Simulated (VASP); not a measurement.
CoSi (rocksalt type):

```xyz
2
Lattice="0.0000 2.2924 2.2924 2.2924 0.0000 2.2924 2.2924 2.2924 0.0000" Properties=species:S:1:pos:R:3 pbc="T T T"
Co    0.0000    0.0000    0.0000
Si    2.2924    2.2924    2.2924
```

- Program: VASP 6.6.1
- Task: relaxation of cell and atoms
- Functional: PBE
- Potentials or basis: VASP PAW PBE potentials, release 64 (Co, Si)
- Cutoff: 600 eV
- k mesh: 15 × 15 × 15
- Occupations: fermi-dirac, width 0.1 eV
- Spin: no spin polarisation

At the start: pressure 9.3 GPa; volume 12.05 Å³/atom.

Problem. Where does the relaxation end?

Solution. Over 6 steps the energy falls by 17.5 meV/atom and the volume is 12.68 Å³/atom (+5.3 %); space group Fm-3m (No. 225, to 0.05 Å).

The path:
```
step  energy change (eV)  largest force (eV/Å)  pressure (GPa)  volume (Å³)
   1              0.0000                0.0000            9.25        24.09
   2             -0.0072                0.0000           -6.89        26.60
   3             -0.0350                0.0000            0.22        25.37
   4             -0.0350                0.0000           -0.22        25.41
   5             -0.0350                0.0000            0.09        25.35
   6             -0.0350                0.0000            0.04        25.36
```

Final structure:
```xyz
2
Lattice="0.0000 2.3319 2.3319 2.3319 0.0000 2.3319 2.3319 2.3319 0.0000" Properties=species:S:1:pos:R:3 pbc="T T T"
Co    2.3319    0.0000    2.3319
Si    2.3319    2.3319    2.3319
```
